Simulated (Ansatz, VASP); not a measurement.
# MgO: VASP beside Ansatz

```
Mg O
1.0
     0.00000    2.11300    2.11300
     2.11300    0.00000    2.11300
     2.11300    2.11300    0.00000
Mg O
1 1
Direct
  0.00000 0.00000 0.00000
  0.50000 0.50000 0.50000
```

Alike in both runs: task single point; functional PBE; k mesh 9 × 9 × 9; no spin polarisation.

```csv
,VASP,Ansatz
version,VASP 6.6.1,Ansatz 0.2.0
potentials or method,"VASP PAW PBE potentials, release 64 (Mg, O), cutoff 600 eV","PAW, plane waves, scalar-relativistic"
occupations,"gaussian, width 0.01 eV",fixed
valence electrons in the cell,8,16
```

VASP gave:

- pressure (GPa): 2.1

Q: Estimate Ansatz's values.

A: Pressure (GPa): 3.0.

VASP's potentials hold 8 valence electrons a cell and Ansatz's 16, so a difference there can come from the potentials and not from the codes.
